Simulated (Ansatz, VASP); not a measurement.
# Two plane-wave programs on Mn3O4

```xyz
14
Lattice="-2.8825 2.8825 4.7210 2.8825 -2.8825 4.7210 2.8825 2.8825 -4.7210" Properties=species:S:1:pos:R:3 pbc="T T T"
Mn    0.0000    0.0000    0.0000
Mn    0.0000    2.8825    2.3605
Mn    0.0000    1.4412    5.9013
Mn    1.4413    0.0000    3.5408
Mn    2.8825    1.4412    1.1803
Mn    1.4413    2.8825   -1.1803
O     0.0000    1.2810    3.6248
O     1.6015    0.0000    1.2643
O     2.8825    1.6015   -1.0962
O     4.1635    0.0000    1.2643
O     2.8825   -1.2810    3.4567
O     1.6015    2.8825    1.0962
O     2.8825    1.2810    3.4567
O     1.2810    0.0000    5.8172
```

Alike in both runs: task single point; functional r2SCAN; k mesh 5 × 5 × 5; occupations fermi-dirac, width 0.05 eV; no spin polarisation; Hubbard terms Mn d U = 2.7 eV.

|  | VASP | Ansatz |
| --- | --- | --- |
| version | VASP 6.6.1 | Ansatz 0.2.0 |
| potentials or method | VASP PAW PBE potentials, release 64 (Mn_pv, O), cutoff 520 eV | PAW plane waves |
| valence electrons in the cell | 126 | 138 |

Ansatz gave:

| Property | Result |
| --- | --- |
| pressure (GPa) | -18.2 |
| traceless stress, the component that is largest in VASP (GPa) | -13.28 |
| rms of the force components (eV/Å) | 0.912 |

**Question.** Which values does VASP return?

**Answer.** Pressure (GPa): -16.3; traceless stress, the component that is largest in VASP (GPa): -14.46; rms of the force components (eV/Å): 0.921.

VASP's potentials were made for PBE, not for r2SCAN. The programs project onto different local orbitals, so the same U acts differently, and such runs can settle in different states. Atom by atom the forces differ by 0.040 eV/Å (rms over components). VASP's potentials hold 126 valence electrons a cell and Ansatz's 138, so a difference there can come from the potentials and not from the codes. Ansatz's warnings: filled band counts differ across k points.
